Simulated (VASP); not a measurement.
A run of VASP 6.6.1 is set up as follows.

Contents of INCAR:

```
SYSTEM = TiO2
ALGO     = Normal         ! electronic algorithm
EDIFF    = 1E-8           ! SCF threshold, eV
ENCUT    = 520            ! plane-wave cutoff, eV
IBRION   = 6              ! ionic algorithm
ISIF     = 2              ! what is computed and relaxed
ISMEAR   = 0              ! smearing method
KPAR     = 4            
LASPH    = .TRUE.         ! aspherical terms in the spheres
LCHARG   = .TRUE.         ! write CHGCAR
LMIXTAU  = .TRUE.       
LREAL    = .FALSE.        ! projectors in reciprocal space
LWAVE    = .FALSE.        ! write WAVECAR
METAGGA  = R2SCAN         ! meta-GGA
NELM     = 100            ! most SCF steps
NFREE    = 2            
NSW      = 1              ! ionic steps
POTIM    = 0.015          ! step
PREC     = Accurate       ! precision mode
SIGMA    = 0.01           ! smearing width, eV
```

Contents of KPOINTS:

```
k-points
0
G
  6 6 6
  0 0 0
```

POSCAR

```
TiO2
1.0
   -1.8921000000      1.8921000000      4.7573000000
    1.8921000000     -1.8921000000      4.7573000000
    1.8921000000      1.8921000000     -4.7573000000
Ti O
2 4
Direct
    0.0000000000      0.0000000000      0.0000000000
    0.7500000000      0.2500000000      0.5000000000
    0.2081573452      0.2081573452      0.0000000000
    0.9581573452      0.4581573452      0.5000000000
    0.5418426548      0.0418426548      0.5000000000
    0.7918426548      0.7918426548      0.0000000000
```

Potentials or basis: VASP PAW PBE potentials, release 64 (Ti_sv, O).

Run with:

```bash
$ cat potpaw_PBE.64/Ti_sv/POTCAR potpaw_PBE.64/O/POTCAR > POTCAR
$ mpirun -np 4 vasp_std > vasp.out
```

**Question.** What does it give for the highest phonon frequency at Γ, LO-TO splitting left out?

**Answer.** 644 cm⁻¹.

Phonon frequencies in cm⁻¹ (negative: imaginary):
| q point | frequencies |
| --- | --- |
| (0.000, 0.000, 0.000) | -4 0 0 156 156 185 185 255 255 356 401 445 445 514 529 555 644 644 |

Caveat: the cell stands under pressure or tension, which shifts response properties.
